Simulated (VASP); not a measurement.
Input of a VASP 6.6.1 run:

Contents of INCAR:

```
  PREC = Accurate
  ENCUT = 600
  EDIFF = 1E-6
  ISMEAR = 0
  SIGMA = 0.1
  LREAL = False
  LASPH = True
  NELM = 60
  ALGO = Fast
  ISIF = 4
  LWAVE = False
  LCHARG = False
  GGA = PS
  IBRION = 2
  NSW = 50
  EDIFFG = -0.01
```

Contents of KPOINTS:

```
Automatic mesh
0
Gamma
  12 12 12
```

The input POSCAR:

```
Ti3O4
1.0
   -2.1144355191      2.1144355191      4.1865957222
    2.1144355191     -2.1144355191      4.1865957222
    2.1144355191      2.1144355191     -4.1865957222
Ti O
3 4
Direct
    0.2500000000      0.7500000000      0.5000000000
    0.5000000000      0.5000000000      0.0000000000
    0.7500000000      0.2500000000      0.5000000000
    0.0000000000      0.5000000000      0.5000000000
    0.2467649372      0.2467649372      0.0000000000
    0.5000000000      0.0000000000      0.5000000000
    0.7532350628      0.7532350628      0.0000000000
```

Potentials or basis: VASP PAW PBE potentials, release 64 (Ti_sv, O).

The run is started by

```console
$ cat potpaw_PBE.64/Ti_sv/POTCAR potpaw_PBE.64/O/POTCAR > POTCAR
$ mpirun -np 1 vasp_std > vasp.out
```

**Question.** Estimate the band gap on the k mesh.

**Answer.** Zero (bands 30 and 31 overlap by 3.09 eV).

Final structure:
```xyz
7
Lattice="-2.1133 2.1133 4.1909 2.1133 -2.1133 4.1909 2.1133 2.1133 -4.1909" Properties=species:S:1:pos:R:3 pbc="T T T"
Ti    2.1133    0.0000    2.0955
Ti    0.0000    0.0000    4.1909
Ti    0.0000    2.1133    2.0955
O     2.1133    0.0000    0.0000
O     2.1133    2.1133   -2.1033
O     0.0000    2.1133    0.0000
O     2.1133    2.1133    2.1033
```

Caveat: semilocal functionals often make such compounds metallic where correlation or magnetic order opens a gap, which also shifts bond lengths.
